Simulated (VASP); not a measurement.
# SnO2 (Imma) in VASP: single point with LDA

Aim: the single point of SnO2 with LDA.

All numbers are computed with VASP 6.6.1; they aren't measurements. Logs are shortened: lines on timing, memory, paths and dates and some standing lists are left out, and cuts for length are marked.

## Step 1: The cell of the first run

Symmetry: Imma, No. 74, orthorhombic system. Conventional cell: a = 6.369 Å, b = 6.681 Å, c = 6.681 Å, α = 90.00°, β = 90.00°, γ = 90.00°. Within 2.7 Å of Sn (site symmetry mm2) lie 6 O at 2.04 to 2.05 Å. Within 2.7 Å of Sn (site symmetry 2/m) lie 6 O at 2.04 to 2.05 Å. O (site symmetry m) has 3 Sn at 2.04 to 2.05 Å and 1 O at 2.59 Å within 2.7 Å. O (site symmetry m) has 3 Sn at 2.04 to 2.05 Å and 1 O at 2.59 Å within 2.7 Å.

## Step 2: Single point, LDA

File INCAR:

```
SYSTEM = SnO2
ALGO     = Normal         ! electronic algorithm
EDIFF    = 1E-6           ! SCF threshold, eV
ENCUT    = 600            ! plane-wave cutoff, eV
GGA_COMPAT= .False.      
ISIF     = 2              ! what is computed and relaxed
ISMEAR   = 0              ! smearing method
LASPH    = .True.         ! aspherical terms in the spheres
LCHARG   = .True.         ! write CHGCAR
LELF     = .True.         ! ELF
LREAL    = .False.        ! projectors in reciprocal space
LVHAR    = .True.       
LWAVE    = .False.        ! write WAVECAR
NBANDS   = 64             ! bands
NELM     = 120            ! most SCF steps
PREC     = Accurate       ! precision mode
SIGMA    = 0.1            ! smearing width, eV
```

File KPOINTS:

```
k-points
0
Gamma
  4 4 4
  0 0 0
```

File POSCAR:

```
SnO2
1.0
   -3.1845287338      3.3404064267      3.3403537041
    3.1845287338     -3.3404064267      3.3403537041
    3.1845287338      3.3404064267     -3.3403537041
Sn O
4 8
Direct
    0.9982861177      0.2482861177      0.7500000000
    0.0017138823      0.7517138823      0.2500000000
    0.5000000000      0.5000000000      0.5000000000
    0.5000000000      0.0000000000      0.0000000000
    0.1939068619      0.1951569909      0.5012501290
    0.6956562108      0.7517485747      0.9439076361
    0.1939068619      0.6926567329      0.9987498710
    0.3078409386      0.7517485747      0.5560923639
    0.6921590614      0.2482514253      0.4439076361
    0.3043437892      0.2482514253      0.0560923639
    0.8060931381      0.3073432671      0.0012501290
    0.8060931381      0.8048430091      0.4987498710
```

Potentials or basis: VASP PAW LDA potentials, release 64 (Sn_d, O).

The run is started by

```console
$ cat potpaw_LDA.64/Sn_d/POTCAR potpaw_LDA.64/O/POTCAR > POTCAR
$ mpirun -np 1 vasp_std > vasp.out
```

OUTCAR:

```text
SYSTEM = SnO2
   EDIFF = 1E-6
   ENCUT = 600
   ISIF = 2
   ISMEAR = 0
   LASPH = .True.
   LREAL = .False.
   NELM = 120
   PREC = Accurate

 ion  position               nearest neighbor table
   1  0.998  0.248  0.750-   9 2.04  10 2.04  11 2.05  12 2.05   5 2.05   7 2.05   2 3.18   2 3.18
                             3 3.69   4 3.69   4 3.70   3 3.70   4 3.70   3 3.70   3 3.71   4 3.71
   2  0.002  0.752  0.250-   6 2.04   8 2.04   7 2.05   5 2.05  12 2.05  11 2.05   1 3.18   1 3.18
                             3 3.69   4 3.69   4 3.70   3 3.70   4 3.70   3 3.70   3 3.71   4 3.71
   3  0.500  0.500  0.500-   5 2.04  12 2.04   8 2.05   9 2.05  10 2.05   6 2.05   4 3.18   4 3.18
                             2 3.69   1 3.69   2 3.70   1 3.70   2 3.70   1 3.70   1 3.71   2 3.71
   4  0.500  0.000  0.000-   7 2.04  11 2.04   8 2.05   9 2.05  10 2.05   6 2.05   3 3.18   3 3.18
                             1 3.69   2 3.69   2 3.70   2 3.70   1 3.70   1 3.70   2 3.71   1 3.71
   5  0.194  0.195  0.501-   3 2.04   2 2.05   1 2.05
   6  0.696  0.752  0.944-   2 2.04   3 2.05   4 2.05
   7  0.194  0.693  0.999-   4 2.04   2 2.05   1 2.05
   8  0.308  0.752  0.556-   2 2.04   3 2.05   4 2.05
   9  0.692  0.248  0.444-   1 2.04   3 2.05   4 2.05
  10  0.304  0.248  0.056-   1 2.04   3 2.05   4 2.05
  11  0.806  0.307  0.001-   4 2.04   1 2.05   2 2.05
  12  0.806  0.805  0.499-   3 2.04   1 2.05   2 2.05

  LATTYP: Found a body centered orthorhombic cell.
 ALAT       =     6.3690574676
 B/A-ratio  =     1.0489318776
 C/A-ratio  =     1.0489484335

  Lattice vectors:

 A1 = (  -3.1845287338,  -3.3404064267,   3.3403537041)
 A2 = (   3.1845287338,  -3.3404064267,  -3.3403537041)
 A3 = (   3.1845287338,   3.3404064267,   3.3403537041)

Analysis of symmetry for initial positions (statically):
=====================================================================
 Subroutine PRICEL returns:
 Original cell was already a primitive cell.

 Routine SETGRP: Setting up the symmetry group for a
 body centered orthorhombic supercell.

 Subroutine GETGRP returns: Found  8 space group operations
 (whereof  4 operations were pure point group operations)
 out of a pool of  8 trial point group operations.

The static configuration has the point symmetry C_2h.
 The point group associated with its full space group is D_2h.

Analysis of symmetry for dynamics (positions and initial velocities):
=====================================================================
 Subroutine PRICEL returns:
 Original cell was already a primitive cell.

 Routine SETGRP: Setting up the symmetry group for a
 body centered orthorhombic supercell.

 Subroutine GETGRP returns: Found  8 space group operations
 (whereof  4 operations were pure point group operations)
 out of a pool of  8 trial point group operations.

The dynamic configuration has the point symmetry C_2h.
 The point group associated with its full space group is D_2h.

 Subroutine INISYM returns: Found  8 space group operations
 (whereof  4 operations are pure point group operations),
 and found     1 'primitive' translations

----------------------------------------------------------------------------------------

                                     Primitive cell

  volume of cell :     142.1337

  direct lattice vectors                    reciprocal lattice vectors
    -3.184528734  3.340406427  3.340353704     0.000000000  0.149682385  0.149684747
     3.184528734 -3.340406427  3.340353704     0.157009103  0.000000000  0.149684747
     3.184528734  3.340406427 -3.340353704     0.157009103  0.149682385  0.000000000

  length of vectors
     5.697148517  5.697148517  5.697148517     0.211684529  0.216927135  0.216925505

  position of ions in fractional coordinates (direct lattice)
     0.998286118  0.248286118  0.750000000
     0.001713882  0.751713882  0.250000000
     0.500000000  0.500000000  0.500000000
     0.500000000  0.000000000  0.000000000
     0.193906862  0.195156991  0.501250129
     0.695656211  0.751748575  0.943907636
     0.193906862  0.692656733  0.998749871
     0.307840939  0.751748575  0.556092364
     0.692159061  0.248251425  0.443907636
     0.304343789  0.248251425  0.056092364
     0.806093138  0.307343267  0.001250129
     0.806093138  0.804843009  0.498749871

  ion indices of the primitive-cell ions
   primitive index   ion index
                 1           1
                 2           2
                 3           3
                 4           4
                 5           5
                 6           6
                 7           7
                 8           8
                 9           9
                10          10
                11          11
                12          12

----------------------------------------------------------------------------------------

 KPOINTS: k-points

Automatic generation of k-mesh.
 Grid dimensions read from file:
 generate k-points for:    4    4    4

 Generating k-lattice:

  Cartesian coordinates                     Fractional coordinates (reciprocal lattice)
     0.000000000  0.037420596  0.037421187     0.250000000  0.000000000 -0.000000000
     0.039252276  0.000000000  0.037421187     0.000000000  0.250000000 -0.000000000
     0.039252276  0.037420596  0.000000000     0.000000000  0.000000000  0.250000000

  Length of vectors
     0.052921132  0.054231784  0.054231376

  Shift w.r.t. Gamma in fractional coordinates (k-lattice)
     0.000000000  0.000000000  0.000000000

 Subroutine IBZKPT returns following result:
 ===========================================

 Found     18 irreducible k-points:

 Following reciprocal coordinates:
            Coordinates               Weight
  0.000000  0.000000  0.000000      1.000000
  0.250000  0.000000  0.000000      4.000000
  0.500000  0.000000  0.000000      2.000000
  0.000000  0.250000 -0.000000      4.000000
  0.250000  0.250000  0.000000      8.000000
  0.500000  0.250000 -0.000000      8.000000
[... 10 lines left out ...]
 -0.250000 -0.250000  0.250000      2.000000
  0.500000  0.500000  0.500000      1.000000
   k-points           NKPTS =     18   k-points in BZ     NKDIM =     18   number of bands    NBANDS=     64
   number of dos      NEDOS =    301   number of ions     NIONS =     12
   total plane-waves  NPLWV = 110592
   dimension x,y,z NGX =    48 NGY =   48 NGZ =   48
   dimension x,y,z NGXF=    96 NGYF=   96 NGZF=   96
   ions per type =               4   8
   NGX,Y,Z   is equivalent  to a cutoff of  14.01, 14.01, 14.01 a.u.
   NGXF,Y,Z  is equivalent  to a cutoff of  28.01, 28.01, 28.01 a.u.
 SYSTEM =  SnO2
   PREC   = accura    normal or accurate (medium, high low for compatibility)
   ISTART =      0    job   : 0-new  1-cont  2-samecut
   ICHARG =      2    charge: 1-file 2-atom 10-const
   ISPIN  =      1    spin polarized calculation?
   LNONCOLLINEAR =      F non collinear calculations
   LSORBIT =      F    spin-orbit coupling
   LASPH  =      T    aspherical Exc in radial PAW
   ENCUT  =  600.0 eV  44.10 Ry    6.64 a.u.  11.38 11.38 11.38*2*pi/ulx,y,z
   NELM   =    120;   NELMIN=  2; NELMDL= -5     # of ELM steps
   EDIFF  = 0.1E-05   stopping-criterion for ELM
   LREAL  =      F    real-space projection
   EDIFFG = 0.1E-04   stopping-criterion for IOM
   NSW    =      0    number of steps for IOM
   IBRION =     -1    ionic relax: 0-MD 1-quasi-New 2-CG
   NFREE  =      0    steps in history (QN), initial steepest desc. (CG)
   ISIF   =      2    stress and relaxation
   ISYM   =      2    0-nonsym 1-usesym 2-fastsym
   POTIM  = 0.5000    time-step for ionic-motion
   TEBEG  =    0.0;   TEEND  =   0.0 temperature during run
   PSTRESS=    0.0 pullay stress
   NELECT =     104.0000    total number of electrons
   NUPDOWN=      -1.0000    fix difference up-down
   EMIN   =  10.00;   EMAX   =-10.00  energy-range for DOS
   EFERMI =   0.00;   METHOD = LEGACY
   ISMEAR =     0;   SIGMA  =   0.10  broadening in eV -4-tet -1-fermi 0-gaus
   EFERMI_NEDOS =   21; number of points for ismear=-14 and -15
   IALGO  =     38    algorithm
   IMIX   =      4    mixing-type and parameters
     AMIX     =   0.40;   BMIX     =  1.00
     AMIX_MAG =   1.60;   BMIX_MAG =  1.00
  volume/ion in A,a.u.               =      11.84        79.93
  Fermi-wavevector in a.u.,A,eV,Ry     =   1.475209  2.787741 29.609575  2.176242
  Thomas-Fermi vector in A             =   2.589886
   LORBIT       =      0    0 simple, 1 ext, 2 COOP (PROOUT), +10 PAW based schemes
   GGA     = CA    functional components
   LHFCALC =     F    Hartree Fock is set to
   AEXX    =    0.0000 exact exchange contribution
   IVDW    =     0    specifies the selected vdW correction
   LEPSILON=     F    determine dielectric tensor
   LRPA    =     F    only Hartree local field effects (RPA)
 non-spin polarized calculation
 Gauss-broadening in eV      SIGMA  =   0.10
  energy-cutoff  :      600.00
  volume of cell :      142.13
 maximum number of plane-waves:      4768
 NGX is ok and might be reduce to    48
   NGX = 23   NGY = 23   NGZ = 23

 number of electron     103.9999998 magnetization

 Free energy of the ion-electron system (eV)
  ---------------------------------------------------
  ext. energy  EPLUGINS =         0.00000000
  ---------------------------------------------------
  free energy    TOTEN  =       -84.57717750 eV

  energy without entropy =      -84.57717750  energy(sigma->0) =      -84.57717750

 E-fermi :   6.4485     XC(G=0): -11.8360

 val. band max:        5.9450403334   @ k =   0.0000   0.0000   0.0000
 cond. band min:       7.1627810011   @ k =   0.0000   0.0000   0.0000
 fundamental gap:      1.2177406677
 Fermi energy:         6.4485192592

 k-point     1 :       0.0000    0.0000    0.0000
  band No.  band energies     occupation
      1     -15.0749      2.00000
      2     -14.8111      2.00000
      3     -14.8108      2.00000
      4     -14.3389      2.00000
      5     -14.3388      2.00000
      6     -14.2968      2.00000
[... 56 lines left out ...]
     63      16.7475      0.00000
     64      16.7716      0.00000

 k-point     2 :       0.2500    0.0000    0.0000
  band No.  band energies     occupation
      1     -14.9794      2.00000
      2     -14.9186      2.00000
      3     -14.9184      2.00000
      4     -14.4118      2.00000
      5     -14.1611      2.00000
      6     -14.1611      2.00000
[... 56 lines left out ...]
     63      16.6379      0.00000
     64      17.1082      0.00000

 k-point     3 :       0.5000    0.0000    0.0000
  band No.  band energies     occupation
      1     -14.9915      2.00000
      2     -14.9913      2.00000
      3     -14.7177      2.00000
      4     -14.7176      2.00000
      5     -14.0161      2.00000
      6     -14.0160      2.00000
[... 994 lines left out ...]
     63      16.6849      0.00000
     64      16.9494      0.00000

 k-point    18 :       0.5000    0.5000    0.5000
  band No.  band energies     occupation
      1     -14.8147      2.00000
      2     -14.8146      2.00000
      3     -14.7960      2.00000
      4     -14.7957      2.00000
      5     -14.3208      2.00000
      6     -14.3207      2.00000
[... 56 lines left out ...]
     63      16.7748      0.00000
     64      16.7774      0.00000

------------------------ aborting loop because EDIFF is reached ----------------------------------------

  FORCE on cell =-STRESS in cart. coord.  units (eV):
  Direction    XX          YY          ZZ          XY          YZ          ZX
  --------------------------------------------------------------------------------------
  -------------------------------------------------------------------------------------
  Total        1.6375295      0.7257860      0.7269323      0.0000000     -0.0000000      0.0000000
  in kB       18.4587716      8.1812985      8.1942200      0.0000000     -0.0000000      0.0000000
  external PRESSURE =      11.6114300 kB  Pullay stress =       0.0000000 kB

 VOLUME and BASIS-vectors are now :
 -----------------------------------------------------------------------------
  energy-cutoff  :      600.00
  volume of cell :      142.13
      direct lattice vectors                 reciprocal lattice vectors
    -3.184528734  3.340406427  3.340353704     0.000000000  0.149682385  0.149684747
     3.184528734 -3.340406427  3.340353704     0.157009103  0.000000000  0.149684747
     3.184528734  3.340406427 -3.340353704     0.157009103  0.149682385  0.000000000

 POSITION                                       TOTAL-FORCE (eV/Angst)
 -----------------------------------------------------------------------------------
      0.00000      5.01061      1.65873        -0.000000      0.000000      0.033046
      3.18453     -1.67020      1.68163         0.000000      0.000000     -0.033046
      1.59226      1.67020      1.67018        -0.000000      0.000000      0.000000
     -1.59226      1.67020      1.67018         0.000000      0.000000      0.000000
      1.60023      1.67020     -0.37474        -0.009938      0.000000      0.036321
      3.18453      2.96566      1.68186         0.000000      0.036195     -0.009133
      4.76883      1.67020     -0.37474         0.009938      0.000000      0.036321
      3.18453      0.37474      1.68186        -0.000000     -0.036195     -0.009133
      0.00000      2.96566      1.65850         0.000000      0.036195      0.009133
     -0.00000      0.37474      1.65850        -0.000000     -0.036195      0.009133
     -1.58430      1.67020      3.71510        -0.009938      0.000000     -0.036321
      1.58430      1.67020      3.71510         0.009938     -0.000000     -0.036321
 -----------------------------------------------------------------------------------
    total drift:                                0.000000     -0.000000      0.000000

  FREE ENERGIE OF THE ION-ELECTRON SYSTEM (eV)
  ---------------------------------------------------
  free  energy   TOTEN  =       -84.5771775025 eV

  energy  without entropy=      -84.5771775025  energy(sigma->0) =      -84.57717750
```

Wall time 6 min (1 thread of Oxide Virtual Turin-like, shared host); peak memory 0.3 GiB.

What came out:

* Free energy: -84.5772 eV
* Pressure: 1.2 GPa
* Largest force: 0.038 eV/Å
* Band gap on the k mesh: 1.22 eV

Forces in eV/Å, atoms in the order of the input:
```
Sn   0.000  0.000  0.033
Sn   0.000  0.000 -0.033
Sn   0.000  0.000  0.000
Sn   0.000  0.000  0.000
O   -0.010  0.000  0.036
O    0.000  0.036 -0.009
O    0.010  0.000  0.036
O    0.000 -0.036 -0.009
O    0.000  0.036  0.009
O    0.000 -0.036  0.009
O   -0.010  0.000 -0.036
O    0.010  0.000 -0.036
```

Levels at points of the mesh, in eV from the valence-band top:
```
           k point  band 48  band 49  band 50  band 51  band 52  band 53  band 54  band 55  band 56  band 57
(0.00, 0.00, 0.00)    -0.86    -0.85    -0.81    -0.81     0.00     1.22     4.74     4.74     5.99     6.10
(0.50, 0.00, 0.00)    -1.14    -0.72    -0.72    -0.66    -0.65     4.37     4.37     6.37     6.37     6.85
(0.00, 0.50, 0.00)    -1.08    -0.88    -0.87    -0.54    -0.52     4.51     4.51     6.10     6.11     8.46
(0.50, 0.50, 0.00)    -1.08    -0.88    -0.88    -0.53    -0.53     4.51     4.51     6.10     6.10     8.49
(0.50, 0.50, 0.50)    -1.36    -1.29    -1.29    -0.92    -0.92     4.76     4.76     6.09     6.09     7.34
```

Caveat: spin-orbit coupling is left out, which moves the levels of the heavy elements.
